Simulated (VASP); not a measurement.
Crystal: Ti.

```
Ti
1.0
     5.20809    0.00000    0.00000
     0.00000    5.20809    0.00000
     0.00000    0.00000    5.20809
Ti
8
Direct
  0.00000 0.00000 0.00000
  0.50000 0.50000 0.50000
  0.25000 0.00000 0.50000
  0.75000 0.00000 0.50000
  0.50000 0.25000 0.00000
  0.50000 0.75000 0.00000
  0.00000 0.50000 0.25000
  0.00000 0.50000 0.75000
```

- Program: VASP 6.6.1
- Task: relaxation of cell and atoms
- Functional: PBEsol
- Potentials or basis: VASP PAW PBE potentials, release 64 (Ti_sv)
- Cutoff: 600 eV
- k mesh: 5 × 5 × 5
- Occupations: fermi-dirac, width 0.1 eV
- Spin: no spin polarisation

At the start: pressure -5.3 GPa; volume 17.66 Å³/atom.

Problem. Where does the relaxation end?

Solution. Over 3 steps the energy falls by 16.2 meV/atom and the volume is 16.71 Å³/atom (-5.3 %); space group Pm-3n (No. 223, to 0.1 Å) before and after.

The path:
| step | energy change (eV) | largest force (eV/Å) | pressure (GPa) | volume (Å³) |
| --- | --- | --- | --- | --- |
| 1 | 0.0000 | 0.0000 | -5.28 | 141.27 |
| 2 | -0.0883 | 0.0000 | 3.43 | 129.70 |
| 3 | -0.1296 | 0.0000 | -0.01 | 133.71 |

Final structure:
```
Ti
1.0
     5.11358    0.00000    0.00000
     0.00000    5.11358    0.00000
     0.00000    0.00000    5.11358
Ti
8
Direct
  0.00000 0.00000 0.00000
  0.50000 0.50000 0.50000
  0.25000 0.00000 0.50000
  0.75000 0.00000 0.50000
  0.50000 0.25000 0.00000
  0.50000 0.75000 0.00000
  0.00000 0.50000 0.25000
  0.00000 0.50000 0.75000
```

Caveat: the PAW data sets were made with another functional, which shifts forces and pressure a little.
